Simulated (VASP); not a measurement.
# NiO2 (P-3m1) in VASP: further runs, part 2 of 2

VASP 6.6.1. The steps go on from the part before.

## (5) Single point, r2SCAN

This run uses another cell than the first one, of the same volume but with other edges.

File POSCAR:

```
NiO2
1.0
    2.6894220435      0.0000000000      0.0000000000
   -1.3447110217      2.3291078111      0.0000000000
    0.0000000000      0.0000000000      4.9092258545
Ni O
1 2
Direct
    0.0000000000      0.0000000000      0.5000000000
    0.6666666667      0.3333333333      0.7038965371
    0.3333333333      0.6666666667      0.2961034629
```

File INCAR.step1:

```
PREC = Accurate
ENCUT = 520
ISMEAR = 0
SIGMA = 0.05
LREAL = False
LASPH = True
NELM = 80
NBANDS = 18
GGA = PE
ALGO = Normal
EDIFF = 1E-4
LWAVE = True
LCHARG = False
```

File INCAR.step2:

```
PREC = Accurate
ENCUT = 520
EDIFF = 1E-7
ISMEAR = 0
SIGMA = 0.05
LREAL = False
LASPH = True
NELM = 80
ALGO = Normal
ISIF = 2
LWAVE = False
LCHARG = False
METAGGA = R2SCAN
LMIXTAU = True
NBANDS = 18
ISTART = 1
```

File KPOINTS:

```
Automatic mesh
0
Gamma
  12 12 8
```

Launch:

```
$ cat potpaw_PBE.64/Ni/POTCAR potpaw_PBE.64/O/POTCAR > POTCAR
$ cp INCAR.step1 INCAR
$ mpirun -np 1 vasp_std > vasp.out
$ cp INCAR.step2 INCAR
$ mpirun -np 1 vasp_std > vasp.out
```

Wall time 3.7 min (1 thread of Intel Xeon 6975P-C, shared host); peak memory 0.2 GiB.

Results (log left out):

```
Free energy            : -26.3530 eV
Pressure               : 7.4 GPa
Largest force          : 0.344 eV/Å
Band gap on the k mesh : 1.61 eV, indirect (least direct gap 1.79 eV)
```

Forces in eV/Å, atoms in the order of the input:
```
Ni   0.000  0.000  0.000
O    0.000  0.000 -0.344
O    0.000  0.000  0.344
```

Stress tensor (GPa, compression positive):
```
13.29  0.00  0.00
 0.00 13.29  0.00
 0.00  0.00 -4.22
```

Levels at points of the mesh, in eV from the valence-band top:
| k point | band 8 | band 9 | band 10 | band 11 | band 12 | band 13 | band 14 | band 15 |
| --- | --- | --- | --- | --- | --- | --- | --- | --- |
| (0.00, 0.00, 0.00) | -0.74 | -0.62 | -0.54 | -0.54 | 2.86 | 2.86 | 9.20 | 13.02 |
| (0.50, 0.00, 0.00) | -2.03 | -1.86 | -1.78 | -1.00 | 2.37 | 2.77 | 13.94 | 15.27 |
| (0.00, 0.00, 0.50) | -1.81 | -0.56 | -0.56 | -0.26 | 2.88 | 2.88 | 11.37 | 11.46 |
| (0.50, 0.00, 0.50) | -1.86 | -1.83 | -1.60 | -1.07 | 2.39 | 2.72 | 13.21 | 14.62 |

Caveat: the PAW data sets were made with another functional, which shifts forces and pressure a little. Spin polarisation is off, so any magnetic state and its effect on volume and gap are missing.

## (6) Single point, r2SCAN

This run uses another cell than the first one, of the same volume but with other edges.

File POSCAR:

```
NiO2
1.0
    2.8142722664      0.0000000000      0.0000000000
   -1.4071361332      2.4372312759      0.0000000000
    0.0000000000      0.0000000000      4.4833094013
Ni O
1 2
Direct
    0.0000000000      0.0000000000      0.5000000000
    0.6666666667      0.3333333333      0.7038965371
    0.3333333333      0.6666666667      0.2961034629
```

File INCAR.step1:

```
PREC = Accurate
ENCUT = 520
ISMEAR = 0
SIGMA = 0.05
LREAL = F
LASPH = T
NELM = 80
NBANDS = 18
GGA = PE
ALGO = Normal
EDIFF = 1E-4
LWAVE = T
LCHARG = F
```

File INCAR.step2:

```
PREC = Accurate
ENCUT = 520
EDIFF = 1E-6
ISMEAR = 0
SIGMA = 0.05
LREAL = F
LASPH = T
NELM = 80
ALGO = Normal
ISIF = 2
LWAVE = F
LCHARG = F
METAGGA = R2SCAN
LMIXTAU = T
NBANDS = 18
ISTART = 1
```

File KPOINTS:

```
regular mesh
0
Gamma
  12 12 8
```

Potentials or basis: VASP PAW PBE potentials, release 64 (Ni, O).

Launch:

```
$ cat potpaw_PBE.64/Ni/POTCAR potpaw_PBE.64/O/POTCAR > POTCAR
$ cp INCAR.step1 INCAR
$ mpirun -np 1 vasp_std > vasp.out
$ cp INCAR.step2 INCAR
$ mpirun -np 1 vasp_std > vasp.out
```

OUTCAR:

```text
PREC = Accurate
   ENCUT = 520
   EDIFF = 1E-6
   ISMEAR = 0
   LREAL = F
   LASPH = T
   NELM = 80
   ISIF = 2
   METAGGA = R2SCAN
   ISTART = 1

 ion  position               nearest neighbor table
   1  0.000  0.000  0.500-   2 1.86   3 1.86   2 1.86   3 1.86   2 1.86   3 1.86
   2  0.667  0.333  0.704-   1 1.86   1 1.86   1 1.86
   3  0.333  0.667  0.296-   1 1.86   1 1.86   1 1.86

  LATTYP: Found a hexagonal cell.
 ALAT       =     2.8142722664
 C/A-ratio  =     1.5930617143

  Lattice vectors:

 A1 = (   2.8142722664,   0.0000000000,   0.0000000000)
 A2 = (  -1.4071361332,   2.4372312759,   0.0000000000)
 A3 = (   0.0000000000,   0.0000000000,   4.4833094013)

Analysis of symmetry for initial positions (statically):
=====================================================================
 Subroutine PRICEL returns:
 Original cell was already a primitive cell.

 Routine SETGRP: Setting up the symmetry group for a
 hexagonal supercell.

 Subroutine GETGRP returns: Found 12 space group operations
 (whereof 12 operations were pure point group operations)
[... 166 lines left out ...]

 E-fermi :   2.6785     XC(G=0): -11.6544

 val. band max:        2.3512305378   @ k =   0.0833   0.0833   0.5000
 cond. band min:       3.6750053998   @ k =   0.2500  -0.0000   0.2500
 fundamental gap:      1.3237748620
 Fermi energy:         2.6784626958

 k-point     1 :       0.0000    0.0000    0.0000
  band No.  band energies     occupation
      1     -18.1838      2.00000
      2     -15.5722      2.00000
      3      -3.4589      2.00000
      4      -3.2472      2.00000
      5      -3.2472      2.00000
      6      -0.0102      2.00000
[... 481 lines left out ...]
      5      -2.9560      2.00000
      6      -0.8527      2.00000
[... 10 lines left out ...]
     17      20.9920      0.00000
     18      23.8902      0.00000

 [... further k-points ...]

------------------------ aborting loop because EDIFF is reached ----------------------------------------

  FORCE on cell =-STRESS in cart. coord.  units (eV):
  Direction    XX          YY          ZZ          XY          YZ          ZX
  --------------------------------------------------------------------------------------
  -------------------------------------------------------------------------------------
  Total       -0.5546785     -0.5546785      0.5296318      0.0000000      0.0000000     -0.0000000
  in kB      -28.8995007    -28.8995007     27.5945361      0.0000000      0.0000000     -0.0000000
  external PRESSURE =     -10.0681551 kB  Pullay stress =       0.0000000 kB

 VOLUME and BASIS-vectors are now :
 -----------------------------------------------------------------------------
  energy-cutoff  :      520.00
  volume of cell :       30.75
      direct lattice vectors                 reciprocal lattice vectors
     2.814272266  0.000000000  0.000000000     0.355331647  0.205150822  0.000000000
    -1.407136133  2.437231276  0.000000000     0.000000000  0.410301644  0.000000000
     0.000000000  0.000000000  4.483309401     0.000000000  0.000000000  0.223049518

 POSITION                                       TOTAL-FORCE (eV/Angst)
 -----------------------------------------------------------------------------------
      0.00000      0.00000      2.24165         0.000000      0.000000     -0.000000
      1.40714      0.81241      3.15579         0.000000     -0.000000      0.304439
     -0.00000      1.62482      1.32752        -0.000000      0.000000     -0.304439
 -----------------------------------------------------------------------------------
    total drift:                                0.000000     -0.000000      0.000000

  FREE ENERGIE OF THE ION-ELECTRON SYSTEM (eV)
  ---------------------------------------------------
  free  energy   TOTEN  =       -26.4488889545 eV

  energy  without entropy=      -26.4488889545  energy(sigma->0) =      -26.44888895
```

OUTCAR.step1:

```text
PREC = Accurate
   ENCUT = 520
   ISMEAR = 0
   LREAL = F
[... 731 lines left out ...]
      0.00000      0.00000      2.24165         0.000000      0.000000      0.000000
      1.40714      0.81241      3.15579         0.000000      0.000000      0.583829
     -0.00000      1.62482      1.32752        -0.000000      0.000000     -0.583829
 -----------------------------------------------------------------------------------
    total drift:                                0.000000     -0.000000      0.000000

  FREE ENERGIE OF THE ION-ELECTRON SYSTEM (eV)
  ---------------------------------------------------
  free  energy   TOTEN  =       -17.4265962063 eV

  energy  without entropy=      -17.4265962063  energy(sigma->0) =      -17.42659621
```

Run time: 3 min. Hardware: 1 thread of Intel Xeon 6975P-C, shared host; peak memory 0.21 GiB.

Results:

```
Free energy            : -26.4489 eV
Pressure               : -1.0 GPa
Largest force          : 0.304 eV/Å
Band gap on the k mesh : 1.32 eV, indirect (least direct gap 1.46 eV)
```

Forces on the atoms (eV/Å):
```
Ni   0.000  0.000  0.000
O    0.000  0.000  0.304
O    0.000  0.000 -0.304
```

Caveat: the PAW data sets were made with another functional, which shifts forces and pressure a little.

## (7) Overview

| cell | gap on the mesh (eV) | pressure (GPa) | largest force (eV/Å) |
| --- | --- | --- | --- |
| a = 2.931, b = 2.931, c = 4.134 Å, angles 90.0, 90.0, 120.0°, 3 atoms | 0.88 | -8.6 | 0.65 |
| a = 2.613, b = 2.613, c = 5.202 Å, angles 90.0, 90.0, 120.0°, 3 atoms | 1.77 | 12.6 | 0.85 |
| a = 2.854, b = 2.854, c = 4.358 Å, angles 90.0, 90.0, 120.0°, 3 atoms | 1.17 | -3.7 | 0.45 |
| a = 2.689, b = 2.689, c = 4.909 Å, angles 90.0, 90.0, 120.0°, 3 atoms | 1.61 | 7.4 | 0.34 |
| a = 2.814, b = 2.814, c = 4.483 Å, angles 90.0, 90.0, 120.0°, 3 atoms | 1.32 | -1.0 | 0.30 |

Alike in all rows: task single point; level r2SCAN; potentials or basis VASP PAW PBE potentials, release 64 (Ni, O); no spin polarisation; k mesh 12 × 12 × 8; cutoff (eV) 520; smearing gaussian 0.05 eV.

Caveats: the PAW data sets were made with another functional, which shifts forces and pressure a little.

Absolute energies hang on the potentials; compare differences alone.
